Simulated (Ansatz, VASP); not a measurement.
**Two plane-wave programs on RbBr**

File POSCAR:

```
RbBr
1.0
    0.0000000000      3.4608260448      3.4608260448
    3.4608260448      0.0000000000      3.4608260448
    3.4608260448      3.4608260448      0.0000000000
Rb Br
1 1
Direct
    0.0000000000      0.0000000000      0.0000000000
    0.5000000000      0.5000000000      0.5000000000
```

File INCAR.step1:

```
SYSTEM = RbBr
  ALGO = Normal
  EDIFF = 1E-5
  ENCUT = 520
  GGA = PE
  ISIF = 2
  ISMEAR = 0
  LASPH = .TRUE.
  LCHARG = .FALSE.
  LREAL = .FALSE.
  LWAVE = .TRUE.
  NBANDS = 15
  NELM = 100
  PREC = Accurate
  SIGMA = 0.01
```

File INCAR.step2:

```
SYSTEM = RbBr
  AEXX = 0.4
  ALGO = Normal
  EDIFF = 1E-6
  ENCUT = 520
  GGA = PE
  ISIF = 2
  ISMEAR = 0
  ISTART = 1
  LASPH = .TRUE.
  LCHARG = .FALSE.
  LHFCALC = .TRUE.
  LREAL = .FALSE.
  LWAVE = .FALSE.
  NBANDS = 15
  NELM = 100
  PREC = Accurate
  PRECFOCK = Normal
  SIGMA = 0.01
```

KPOINTS

```
k-points
0
G
  4 4 4
  0 0 0
```

Input for Ansatz:

```yaml
crystal:
  lattice:
    - [0.0, 3.4608260448, 3.4608260448]
    - [3.4608260448, 0.0, 3.4608260448]
    - [3.4608260448, 3.4608260448, 0.0]
  atoms:
    - { symbol: Rb, position: [0.0, 0.0, 0.0] }
    - { symbol: Br, position: [0.5, 0.5, 0.5] }
kpoints:
  mp_grid: { grid: [4, 4, 4] }
hamiltonian:
  xc: { exchange: pbe, correlation: pbe, exx: { coeff: 0.4 } }
scf:
  occupations: { method: fixed }
  n_extra_bands: 4
output:
  forces: true
  stress: true
  eigenvalues: true
```

Alike in both runs: task single point; functional PBE-based global hybrid; k mesh 4 × 4 × 4; no spin polarisation.

|  | VASP | Ansatz |
| --- | --- | --- |
| version | VASP 6.6.1 | Ansatz 0.2.0 |
| potentials or method | VASP PAW PBE potentials, release 64 (Rb_sv, Br) | plane waves |
| plane-wave cutoff (eV) | 520 | 420 |
| occupations | gaussian, width 0.01 eV | fixed |
| valence electrons in the cell | 16 | 16 |

```tsv
	VASP	Ansatz	Ansatz less VASP
gap on the k mesh at the Fermi level (eV)	7.33	7.31	-0.020
pressure (GPa)	0.1	0.1	+0.06
```

VASP's potentials were made for PBE, not for PBE-based global hybrid. Ansatz's warnings: stress exchange threshold loose, stress scf threshold loose.
